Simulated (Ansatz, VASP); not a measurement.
Given: the input of a run of Ansatz 0.2.0 on SnO.

File input.yaml:

```yaml
crystal:
  lattice:
    - [3.3991548656, 0.0, 0.0]
    - [0.0, 5.7487718259, 0.0]
    - [0.0, 0.0, 4.2775286081]
  atoms:
    - { symbol: Sn, position: [0.5, 0.768091, 0.013144] }
    - { symbol: Sn, position: [0.0, 0.231909, 0.513144] }
    - { symbol: O, position: [0.5, 0.10875, 0.236857] }
    - { symbol: O, position: [0.0, 0.89125, 0.736857] }
hamiltonian:
  xc: pbe
  pseudopotentials: { kind: paw }
kpoints:
  mp_grid: { grid: [8, 5, 6] }
scf:
  occupations: { method: fermi_dirac, width: 0.05 }
output:
  forces: true
  stress: true
  eigenvalues: true
```

Potentials or basis: Ansatz PAW.

Run with:

```bash
$ ansatz run input.yaml --threads 2 --pin off --max-ram 5120MiB --backend cpu --events-out ev --progress --plain --runs-dir out
```

Translate it to VASP 6.6.1. Potentials there: VASP PAW PBE potentials, release 64 (Sn_d, O).

As run (the cutoff follows the program's own potentials):

The input INCAR:

```
SYSTEM = SnO
ALGO = Normal
EDIFF = 1E-6
ENCUT = 520
GGA = PE
ISIF = 2
ISMEAR = -1
LASPH = .TRUE.
LCHARG = .FALSE.
LREAL = .FALSE.
LWAVE = .FALSE.
NBANDS = 28
NELM = 60
PREC = Accurate
SIGMA = 0.05
```

File KPOINTS:

```
k-points
0
G
  8 5 6
  0 0 0
```

File POSCAR:

```
SnO
1.0
    3.3991548656      0.0000000000      0.0000000000
    0.0000000000      5.7487718259      0.0000000000
    0.0000000000      0.0000000000      4.2775286081
Sn O
2 2
Direct
    0.5000000000      0.7680910000      0.0131440000
    0.0000000000      0.2319090000      0.5131440000
    0.5000000000      0.1087500000      0.2368570000
    0.0000000000      0.8912500000      0.7368570000
```

Potentials or basis: VASP PAW PBE potentials, release 64 (Sn_d, O).

Launch:

```bash
$ cat potpaw_PBE.64/Sn_d/POTCAR potpaw_PBE.64/O/POTCAR > POTCAR
$ mpirun -np 1 vasp_std > vasp.out
```

Both were run:

|  | VASP | Ansatz | Ansatz less VASP |
| --- | --- | --- | --- |
| gap on the k mesh at the Fermi level (eV) | 1.54 | 1.55 | +0.010 |
| least direct gap on the mesh (eV) | 2.14 | 2.15 | +0.011 |
| pressure (GPa) | -2.2 | -2.4 | -0.17 |
| traceless stress, the component that is largest in VASP (GPa) | -0.51 | -0.54 | -0.033 |
| rms of the force components (eV/Å) | 0.238 | 0.268 | +0.0299 |

Atom by atom the forces differ by 0.031 eV/Å (rms over components). With one functional, cell and mesh, what is left measures potentials, basis and numerics.

Noted on Ansatz's run: odd divisions of the mesh miss points on the zone boundary, where band edges often lie, so the gap on the mesh can be too wide.
